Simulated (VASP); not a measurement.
# KF: single point with PBE

The system is KF.

```
K F
1.0
     3.25895    0.00000    0.00000
     0.00000    3.25895    0.00000
     0.00000    0.00000    3.25895
K F
1 1
Direct
  0.00000 0.00000 0.00000
  0.50000 0.50000 0.50000
```

```json
{
 "Program": "VASP 6.6.1",
 "Task": "single point",
 "Functional": "PBE",
 "Potentials or basis": "VASP PAW PBE potentials, release 64 (K_sv, F)",
 "Cutoff": "520 eV",
 "k mesh": "10 × 10 × 10",
 "Occupations": "gaussian, width 0.05 eV",
 "Spin": "no spin polarisation"
}
```

The pressure is 0.0 GPa. The band gap on the k mesh is 6.26 eV, indirect (least direct gap 6.31 eV).

Levels at points of the mesh, in eV from the valence-band top:
```csv
k point,band 5,band 6,band 7,band 8,band 9,band 10,band 11,band 12
"(0.00, 0.00, 0.00)",-10.05,-0.05,-0.05,-0.05,6.26,8.29,8.29,13.81
"(0.50, 0.00, 0.00)",-9.94,-1.22,-0.16,-0.16,9.28,9.35,10.86,12.40
"(0.50, 0.50, 0.00)",-9.86,-0.62,-0.62,0.00,8.46,8.97,11.86,11.86
"(0.50, 0.50, 0.50)",-10.63,-1.03,-1.03,-1.03,10.43,10.43,10.43,15.20
```

Wall time 10 s on 1 thread of Intel(R) Xeon(R) 6975P-C (Granite Rapids), with other jobs on the host, peak memory 0.15 GiB.

A k mesh can miss the band edges. Expect the measured gap to be larger: semilocal functionals such as PBE lack the derivative discontinuity.
